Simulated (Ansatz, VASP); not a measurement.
# HWCl6 in VASP and in Ansatz

```
H W Cl
1.0
    -4.06600    4.06600    3.00161
     4.06600   -4.06600    3.00161
     4.06600    4.06600   -3.00161
H W Cl
1 1 6
Direct
  0.50000 0.50000 0.00000
  0.00000 0.00000 0.00000
  0.86455 0.86455 0.26193
  0.60262 0.60262 0.73807
  0.13545 0.39738 0.00000
  0.39738 0.13545 0.00000
  0.50000 0.00000 0.50000
  0.00000 0.50000 0.50000
```

Change from the starting cell: species swapped into the GaGePt6 type (I-42m, No. 121).

Alike in both runs: functional PBE; k mesh 3 × 3 × 3; occupations gaussian, width 0.15 eV; no spin polarisation.

Ansatz relaxed the structure, and its values are those at the end. VASP's run is a single point on that final structure, the one shown.

```csv
,VASP,Ansatz
version,VASP 6.6.1,Ansatz 0.2.0
potentials or method,"VASP PAW PBE potentials, release 64 (H, W_sv, Cl), cutoff 520 eV","scalar-relativistic, plane waves, PAW"
valence electrons in the cell,57,57
```

```csv
,VASP,Ansatz,Ansatz less VASP
gap on the k mesh at the Fermi level (eV),none,none,-
pressure (GPa),0.5,0.5,+0.04
rms of the force components (eV/Å),0.019,0.019,+0.0005
```

A gap of «none» marks a metal or a gap that the smearing closes.

The k mesh is coarse, so the values compare programs but aren't converged. Spin-orbit coupling is off throughout.
